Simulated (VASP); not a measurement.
Here is a VASP 6.6.1 calculation.

Contents of POSCAR:

```
Pb
1.0
   -1.9255253852      1.9255253852      1.9255253852
    1.9255253852     -1.9255253852      1.9255253852
    1.9255253852      1.9255253852     -1.9255253852
Pb
1
Direct
    0.0000000000      0.0000000000      0.0000000000
```

File INCAR.step1:

```
  PREC = Accurate
  ENCUT = 520
  ISMEAR = -1
  SIGMA = 0.1
  LREAL = False
  LASPH = True
  NELM = 60
  NBANDS = 13
  GGA = PE
  ALGO = Normal
  EDIFF = 1E-4
  LWAVE = True
  LCHARG = False
```

The input INCAR.step2:

```
  PREC = Accurate
  ENCUT = 520
  EDIFF = 1E-7
  ISMEAR = -1
  SIGMA = 0.1
  LREAL = False
  LASPH = True
  NELM = 60
  ALGO = Normal
  ISIF = 2
  LWAVE = False
  LCHARG = False
  METAGGA = R2SCAN
  LMIXTAU = True
  NBANDS = 13
  ISTART = 1
```

The input KPOINTS:

```
Automatic mesh
0
Gamma
  13 13 13
```

Potentials or basis: VASP PAW PBE potentials, release 64 (Pb_d).

Launch:

```sh
$ cat potpaw_PBE.64/Pb_d/POTCAR > POTCAR
$ cp INCAR.step1 INCAR
$ mpirun -np 1 vasp_std > vasp.out
$ cp INCAR.step2 INCAR
$ mpirun -np 1 vasp_std > vasp.out
```

What does it give for the band gap on the k mesh?

Zero (bands 7 and 8 overlap by 10.69 eV).

Predict the pressure.

4.4 GPa.

Caveat: the cell stands under pressure; the PAW data sets were made with another functional, which shifts forces and pressure a little; spin-orbit coupling is left out, which moves the levels of the heavy elements.
